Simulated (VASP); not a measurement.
# Nb (Im-3m) in VASP: a series of runs

The runs below take Nb through single point, relaxation of cell and atoms, with r2SCAN.

All numbers are computed with VASP 6.6.1; they aren't measurements. Logs are shortened: lines on timing, memory, paths and dates and some standing lists are left out, and cuts for length are marked.

## (1) The cell of the first run

The structure is cubic, space group Im-3m (No. 229). Conventional cell: a = 3.305 Å, b = 3.305 Å, c = 3.305 Å, α = 90.00°, β = 90.00°, γ = 90.00°. Within 3.8 Å of Nb (site symmetry m-3m) lie 14 Nb at 2.86 to 3.30 Å.

## (2) Single point, r2SCAN

The input, POSCAR:

```
Nb
1.0
   -1.6522818537      1.6522818537      1.6522818537
    1.6522818537     -1.6522818537      1.6522818537
    1.6522818537      1.6522818537     -1.6522818537
Nb
1
Direct
    0.0000000000      0.0000000000      0.0000000000
```

The input, INCAR.step1:

```
PREC = Accurate ; ENCUT = 520
ISMEAR = 0 ; SIGMA = 0.1
LREAL = F ; LASPH = T
NELM = 60 ; NBANDS = 12
GGA = PE ; ALGO = Normal
EDIFF = 1E-4 ; LWAVE = T
LCHARG = F
```

The input, INCAR.step2:

```
PREC = Accurate ; ENCUT = 520
EDIFF = 1E-6 ; ISMEAR = 0
SIGMA = 0.1 ; LREAL = F
LASPH = T ; NELM = 60
ALGO = Normal ; ISIF = 2
LWAVE = F ; LCHARG = T
METAGGA = R2SCAN ; LMIXTAU = T
LELF = T ; LVHAR = T
NBANDS = 12 ; ISTART = 1
```

The input, KPOINTS:

```
Automatic mesh
0
Gamma
  18 18 18
```

Potentials or basis: VASP PAW PBE potentials, release 64 (Nb_sv).

On the command line:

```
$ cat potpaw_PBE.64/Nb_sv/POTCAR > POTCAR
$ cp INCAR.step1 INCAR
$ mpirun -np 1 vasp_std > vasp.out
$ cp INCAR.step2 INCAR
$ mpirun -np 1 vasp_std > vasp.out
```

OUTCAR:

```text
PREC = Accurate
   ENCUT = 520
   EDIFF = 1E-6
   ISMEAR = 0
   LREAL = F
   LASPH = T
   NELM = 60
   ISIF = 2
   METAGGA = R2SCAN
   ISTART = 1

 ion  position               nearest neighbor table
   1  0.000  0.000  0.000-

  LATTYP: Found a body centered cubic cell.
 ALAT       =     3.3045637074

  Lattice vectors:

 A1 = (  -1.6522818537,   1.6522818537,   1.6522818537)
 A2 = (   1.6522818537,  -1.6522818537,   1.6522818537)
 A3 = (   1.6522818537,   1.6522818537,  -1.6522818537)

Analysis of symmetry for initial positions (statically):
=====================================================================
 Subroutine PRICEL returns:
 Original cell was already a primitive cell.

 Routine SETGRP: Setting up the symmetry group for a
 body centered cubic supercell.

 Subroutine GETGRP returns: Found 48 space group operations
 (whereof 48 operations were pure point group operations)
 out of a pool of 48 trial point group operations.

The static configuration has the point symmetry O_h .

Analysis of symmetry for dynamics (positions and initial velocities):
=====================================================================
 Subroutine PRICEL returns:
 Original cell was already a primitive cell.

 Routine SETGRP: Setting up the symmetry group for a
 body centered cubic supercell.

 Subroutine GETGRP returns: Found 48 space group operations
 (whereof 48 operations were pure point group operations)
 out of a pool of 48 trial point group operations.

The dynamic configuration has the point symmetry O_h .

 Subroutine INISYM returns: Found 48 space group operations
 (whereof 48 operations are pure point group operations),
 and found     1 'primitive' translations

----------------------------------------------------------------------------------------

                                     Primitive cell

  volume of cell :      18.0432

  direct lattice vectors                    reciprocal lattice vectors
    -1.652281854  1.652281854  1.652281854     0.000000000  0.302611809  0.302611809
     1.652281854 -1.652281854  1.652281854     0.302611809  0.000000000  0.302611809
     1.652281854  1.652281854 -1.652281854     0.302611809  0.302611809  0.000000000

  length of vectors
     2.861836119  2.861836119  2.861836119     0.427957724  0.427957724  0.427957724

  position of ions in fractional coordinates (direct lattice)
     0.000000000  0.000000000  0.000000000

[... 81 lines left out ...]
   ISIF   =      2    stress and relaxation
   ISYM   =      2    0-nonsym 1-usesym 2-fastsym
   POTIM  = 0.5000    time-step for ionic-motion
   TEBEG  =    0.0;   TEEND  =   0.0 temperature during run
   PSTRESS=    0.0 pullay stress
   NELECT =      13.0000    total number of electrons
   NUPDOWN=      -1.0000    fix difference up-down
   EMIN   =  10.00;   EMAX   =-10.00  energy-range for DOS
   EFERMI =   0.00;   METHOD = LEGACY
   ISMEAR =     0;   SIGMA  =   0.10  broadening in eV -4-tet -1-fermi 0-gaus
   EFERMI_NEDOS =   21; number of points for ismear=-14 and -15
   IALGO  =     38    algorithm
   IMIX   =      4    mixing-type and parameters
     AMIX     =   0.40;   BMIX     =  1.00
     AMIX_MAG =   1.60;   BMIX_MAG =  1.00
  volume/ion in A,a.u.               =      18.04       121.76
  Fermi-wavevector in a.u.,A,eV,Ry     =   1.467636  2.773431 29.306360  2.153957
  Thomas-Fermi vector in A             =   2.583230
   LORBIT       =      0    0 simple, 1 ext, 2 COOP (PROOUT), +10 PAW based schemes
   METAGGA = R2SCAN    functional components
   LHFCALC =     F    Hartree Fock is set to
   AEXX    =    0.0000 exact exchange contribution
   IVDW    =     0    specifies the selected vdW correction
   LEPSILON=     F    determine dielectric tensor
   LRPA    =     F    only Hartree local field effects (RPA)
 non-spin polarized calculation
 Gauss-broadening in eV      SIGMA  =   0.10
  energy-cutoff  :      520.00
  volume of cell :       18.04
 maximum number of plane-waves:       498
 NGX is ok and might be reduce to    24
   NGX = 11   NGY = 11   NGZ = 11

 number of electron      13.0000000 magnetization

 Free energy of the ion-electron system (eV)
  ---------------------------------------------------
  ext. energy  EPLUGINS =         0.00000000
  ---------------------------------------------------
  free energy    TOTEN  =       -24.84664997 eV

  energy without entropy =      -24.83869368  energy(sigma->0) =      -24.84267182

 E-fermi :  11.0897     XC(G=0): -13.6172

 val. band max:       11.0864749977   @ k =  -0.2222   0.2778   0.1111
 cond. band min:      11.1026290184   @ k =  -0.3333   0.4444   0.0556
 fundamental gap:      0.0161540207
 Fermi energy:        11.0896768462

 k-point     1 :       0.0000    0.0000    0.0000
  band No.  band energies     occupation
      1     -45.0489      2.00000
      2     -19.5916      2.00000
      3     -19.5916      2.00000
      4     -19.5916      2.00000
      5       4.8271      2.00000
      6      11.5549      0.00000
      7      11.5549      0.00000
      8      11.5549      0.00000
      9      14.6724      0.00000
     10      14.6724      0.00000
     11      25.9844      0.00000
     12      25.9844      0.00000
[... 331 lines left out ...]
 k-point    24 :       0.3889    0.1111    0.0000
  band No.  band energies     occupation
      1     -44.7817      2.00000
      2     -20.9423      2.00000
      3     -20.0828      2.00000
      4     -19.6673      2.00000
      5       7.6169      2.00000
      6       9.5397      2.00000
      7      12.1953      0.00000
      8      14.5203      0.00000
      9      15.6515      0.00000
     10      18.1195      0.00000
     11      23.6437      0.00000
     12      24.2708      0.00000

 [... further k-points ...]

------------------------ aborting loop because EDIFF is reached ----------------------------------------

  FORCE on cell =-STRESS in cart. coord.  units (eV):
  Direction    XX          YY          ZZ          XY          YZ          ZX
  --------------------------------------------------------------------------------------
  -------------------------------------------------------------------------------------
  Total       -0.0195082     -0.0195082     -0.0195082      0.0000000      0.0000000      0.0000000
  in kB       -1.7322678     -1.7322678     -1.7322678      0.0000000      0.0000000      0.0000000
  external PRESSURE =      -1.7322678 kB  Pullay stress =       0.0000000 kB

 VOLUME and BASIS-vectors are now :
 -----------------------------------------------------------------------------
  energy-cutoff  :      520.00
  volume of cell :       18.04
      direct lattice vectors                 reciprocal lattice vectors
    -1.652281854  1.652281854  1.652281854     0.000000000  0.302611809  0.302611809
     1.652281854 -1.652281854  1.652281854     0.302611809  0.000000000  0.302611809
     1.652281854  1.652281854 -1.652281854     0.302611809  0.302611809  0.000000000

 POSITION                                       TOTAL-FORCE (eV/Angst)
 -----------------------------------------------------------------------------------
      0.00000      0.00000      0.00000         0.000000      0.000000      0.000000
 -----------------------------------------------------------------------------------
    total drift:                                0.000000      0.000000      0.000000

  FREE ENERGIE OF THE ION-ELECTRON SYSTEM (eV)
  ---------------------------------------------------
  free  energy   TOTEN  =       -24.8466499736 eV

  energy  without entropy=      -24.8386936763  energy(sigma->0) =      -24.84267182
```

It took 44 s on 1 thread of Intel Xeon 6975P-C (Granite Rapids), shared host; peak memory 0.17 GiB.

What came out:

```yaml
Free_energy: -24.8466 eV
Pressure: -0.2 GPa
Band_gap_on_the_k_mesh: zero (an odd number of electrons rules out a gap without spin polarisation)
```

Levels at points of the mesh, in eV from the Fermi level:
```csv
k point,band 3,band 4,band 5,band 6,band 7,band 8,band 9,band 10
"(0.00, 0.00, 0.00)",-30.68,-30.68,-6.26,0.47,0.47,0.47,3.58,3.58
"(0.50, 0.00, 0.00)",-31.13,-30.70,-3.88,-1.68,2.27,3.60,4.32,6.66
"(0.50, 0.50, 0.50)",-31.66,-31.66,-3.86,-3.86,5.87,5.87,5.87,9.53
```

Caveat: the PAW data sets were made with another functional, which shifts forces and pressure a little.

## (3) Single point, r2SCAN (18.58 Å³/atom)

This run uses another cell than the first one, of 18.58 Å³/atom.

The input, POSCAR:

```
Nb
1.0
   -1.6686421440      1.6686421440      1.6686421440
    1.6686421440     -1.6686421440      1.6686421440
    1.6686421440      1.6686421440     -1.6686421440
Nb
1
Direct
    0.0000000000      0.0000000000      0.0000000000
```

The input, INCAR.step1:

```
SYSTEM = Nb
PREC     = Accurate       ! precision mode
ENCUT    = 520            ! plane-wave cutoff, eV
ISMEAR   = 0              ! smearing method
SIGMA    = 0.1            ! smearing width, eV
LREAL    = .FALSE.        ! projectors in reciprocal space
LASPH    = .TRUE.         ! aspherical terms in the spheres
NELM     = 60             ! most SCF steps
NBANDS   = 12             ! bands
GGA      = PE             ! functional
ALGO     = Normal         ! electronic algorithm
EDIFF    = 1E-4           ! SCF threshold, eV
LWAVE    = .TRUE.         ! write WAVECAR
LCHARG   = .FALSE.        ! write CHGCAR
```

The input, INCAR.step2:

```
SYSTEM = Nb
PREC     = Accurate       ! precision mode
ENCUT    = 520            ! plane-wave cutoff, eV
EDIFF    = 1E-6           ! SCF threshold, eV
ISMEAR   = 0              ! smearing method
SIGMA    = 0.1            ! smearing width, eV
LREAL    = .FALSE.        ! projectors in reciprocal space
LASPH    = .TRUE.         ! aspherical terms in the spheres
NELM     = 60             ! most SCF steps
ALGO     = Normal         ! electronic algorithm
ISIF     = 2              ! what is computed and relaxed
LWAVE    = .FALSE.        ! write WAVECAR
LCHARG   = .TRUE.         ! write CHGCAR
METAGGA  = R2SCAN         ! meta-GGA
LMIXTAU  = .TRUE.       
LELF     = .TRUE.         ! ELF
LVHAR    = .TRUE.       
NBANDS   = 12             ! bands
ISTART   = 1
```

The input, KPOINTS:

```
Automatic mesh
0
G
  18 18 18
  0 0 0
```

Potentials or basis: VASP PAW PBE potentials, release 64 (Nb_sv).

On the command line:

```
$ cat potpaw_PBE.64/Nb_sv/POTCAR > POTCAR
$ cp INCAR.step1 INCAR
$ mpirun -np 1 vasp_std > vasp.out
$ cp INCAR.step2 INCAR
$ mpirun -np 1 vasp_std > vasp.out
```

OUTCAR:

```text
SYSTEM = Nb
   PREC = Accurate
   ENCUT = 520
   EDIFF = 1E-6
   ISMEAR = 0
   LREAL = .FALSE.
   LASPH = .TRUE.
   NELM = 60
   ISIF = 2
   METAGGA = R2SCAN
   ISTART = 1

 ion  position               nearest neighbor table
   1  0.000  0.000  0.000-

  LATTYP: Found a body centered cubic cell.
 ALAT       =     3.3372842880

  Lattice vectors:

 A1 = (  -1.6686421440,   1.6686421440,   1.6686421440)
 A2 = (   1.6686421440,  -1.6686421440,   1.6686421440)
 A3 = (   1.6686421440,   1.6686421440,  -1.6686421440)

Analysis of symmetry for initial positions (statically):
=====================================================================
 Subroutine PRICEL returns:
 Original cell was already a primitive cell.

 Routine SETGRP: Setting up the symmetry group for a
 body centered cubic supercell.

 Subroutine GETGRP returns: Found 48 space group operations
 (whereof 48 operations were pure point group operations)
 out of a pool of 48 trial point group operations.

The static configuration has the point symmetry O_h .

Analysis of symmetry for dynamics (positions and initial velocities):
=====================================================================
 Subroutine PRICEL returns:
 Original cell was already a primitive cell.

 Routine SETGRP: Setting up the symmetry group for a
 body centered cubic supercell.

 Subroutine GETGRP returns: Found 48 space group operations
 (whereof 48 operations were pure point group operations)
 out of a pool of 48 trial point group operations.

The dynamic configuration has the point symmetry O_h .

 Subroutine INISYM returns: Found 48 space group operations
 (whereof 48 operations are pure point group operations),
 and found     1 'primitive' translations

----------------------------------------------------------------------------------------

                                     Primitive cell

  volume of cell :      18.5844
[... 113 lines left out ...]
   LHFCALC =     F    Hartree Fock is set to
   AEXX    =    0.0000 exact exchange contribution
   IVDW    =     0    specifies the selected vdW correction
   LEPSILON=     F    determine dielectric tensor
   LRPA    =     F    only Hartree local field effects (RPA)
 non-spin polarized calculation
 Gauss-broadening in eV      SIGMA  =   0.10
  energy-cutoff  :      520.00
  volume of cell :       18.58
 maximum number of plane-waves:       531
 NGX is ok and might be reduce to    24
   NGX = 11   NGY = 11   NGZ = 11

 number of electron      12.9999999 magnetization

 Free energy of the ion-electron system (eV)
  ---------------------------------------------------
  ext. energy  EPLUGINS =         0.00000000
  ---------------------------------------------------
  free energy    TOTEN  =       -24.83775312 eV

  energy without entropy =      -24.82996359  energy(sigma->0) =      -24.83385835

 E-fermi :  10.6839     XC(G=0): -13.4464

 val. band max:       10.6665200789   @ k =  -0.3333   0.4444   0.0556
 cond. band min:      10.6902920369   @ k =  -0.2222   0.2222   0.1111
 fundamental gap:      0.0237719579
 Fermi energy:        10.6838776921

 k-point     1 :       0.0000    0.0000    0.0000
  band No.  band energies     occupation
      1     -45.4998      2.00000
      2     -20.1056      2.00000
      3     -20.1056      2.00000
      4     -20.1056      2.00000
      5       4.4705      2.00000
      6      11.1536      0.00000
      7      11.1536      0.00000
      8      11.1536      0.00000
      9      14.1742      0.00000
     10      14.1742      0.00000
     11      25.4923      0.00000
     12      25.4923      0.00000
[... 331 lines left out ...]
 k-point    24 :       0.3889    0.1111    0.0000
  band No.  band energies     occupation
      1     -45.2625      2.00000
      2     -21.3373      2.00000
      3     -20.5551      2.00000
      4     -20.1735      2.00000
      5       7.3151      2.00000
      6       9.2113      2.00000
      7      11.6967      0.00000
      8      14.0134      0.00000
      9      15.0926      0.00000
     10      17.4595      0.00000
     11      22.8574      0.00000
     12      23.6527      0.00000

 [... further k-points ...]

------------------------ aborting loop because EDIFF is reached ----------------------------------------

  FORCE on cell =-STRESS in cart. coord.  units (eV):
  Direction    XX          YY          ZZ          XY          YZ          ZX
  --------------------------------------------------------------------------------------
  -------------------------------------------------------------------------------------
  Total       -0.5881475     -0.5881475     -0.5881475     -0.0000000      0.0000000      0.0000000
  in kB      -50.7045819    -50.7045819    -50.7045819     -0.0000000      0.0000000      0.0000000
  external PRESSURE =     -50.7045819 kB  Pullay stress =       0.0000000 kB

 VOLUME and BASIS-vectors are now :
 -----------------------------------------------------------------------------
  energy-cutoff  :      520.00
  volume of cell :       18.58
      direct lattice vectors                 reciprocal lattice vectors
    -1.668642144  1.668642144  1.668642144     0.000000000  0.299644835  0.299644835
     1.668642144 -1.668642144  1.668642144     0.299644835  0.000000000  0.299644835
     1.668642144  1.668642144 -1.668642144     0.299644835  0.299644835  0.000000000

 POSITION                                       TOTAL-FORCE (eV/Angst)
 -----------------------------------------------------------------------------------
      0.00000      0.00000      0.00000         0.000000     -0.000000      0.000000
 -----------------------------------------------------------------------------------
    total drift:                                0.000000      0.000000     -0.000000

  FREE ENERGIE OF THE ION-ELECTRON SYSTEM (eV)
  ---------------------------------------------------
  free  energy   TOTEN  =       -24.8377531222 eV

  energy  without entropy=      -24.8299635867  energy(sigma->0) =      -24.83385835
```

OUTCAR.step1:

```text
SYSTEM = Nb
   PREC = Accurate
   ENCUT = 520
   ISMEAR = 0
   LREAL = .FALSE.
   LASPH = .TRUE.
   NELM = 60
[... 577 lines left out ...]
 -----------------------------------------------------------------------------------
      0.00000      0.00000      0.00000         0.000000     -0.000000     -0.000000
 -----------------------------------------------------------------------------------
    total drift:                               -0.000000      0.000000      0.000000

  FREE ENERGIE OF THE ION-ELECTRON SYSTEM (eV)
  ---------------------------------------------------
  free  energy   TOTEN  =       -10.2140558283 eV

  energy  without entropy=      -10.2054924349  energy(sigma->0) =      -10.20977413
```

OSZICAR.step1:

```text
N       E                     dE             d eps       ncg     rms          rms(c)
DAV:   1     0.118400642652E+03    0.11840E+03   -0.72596E+03  4680   0.108E+03
DAV:   2    -0.572774579607E+01   -0.12413E+03   -0.11959E+03  5176   0.390E+02
DAV:   3    -0.103892398284E+02   -0.46615E+01   -0.44466E+01  6792   0.664E+01
DAV:   4    -0.106556740619E+02   -0.26643E+00   -0.26453E+00  6580   0.143E+01
DAV:   5    -0.106667002206E+02   -0.11026E-01   -0.11018E-01  6876   0.235E+00    0.681E+00
DAV:   6    -0.102565845652E+02    0.41012E+00   -0.62195E-01  7512   0.996E+00    0.235E+00
DAV:   7    -0.102089547989E+02    0.47630E-01   -0.18634E-01  7740   0.541E+00    0.963E-01
DAV:   8    -0.102139983041E+02   -0.50435E-02   -0.12073E-02  5600   0.144E+00    0.561E-02
DAV:   9    -0.102140400315E+02   -0.41727E-04   -0.10243E-03  7600   0.336E-01    0.392E-02
DAV:  10    -0.102140558283E+02   -0.15797E-04   -0.22004E-05  3316   0.652E-02
   1 F= -.10214056E+02 E0= -.10209774E+02  d E =-.856339E-02
```

Run time: 46 s. Hardware: 1 thread of Intel Xeon 6975P-C (Granite Rapids), shared host; peak memory 0.17 GiB.

Results:

* Free energy: -24.8378 eV
* Pressure: -5.1 GPa
* Band gap on the k mesh: zero (an odd number of electrons rules out a gap without spin polarisation)

Caveat: the cell stands under tension; the PAW data sets were made with another functional, which shifts forces and pressure a little.

(Continued in part 2 of 2.)
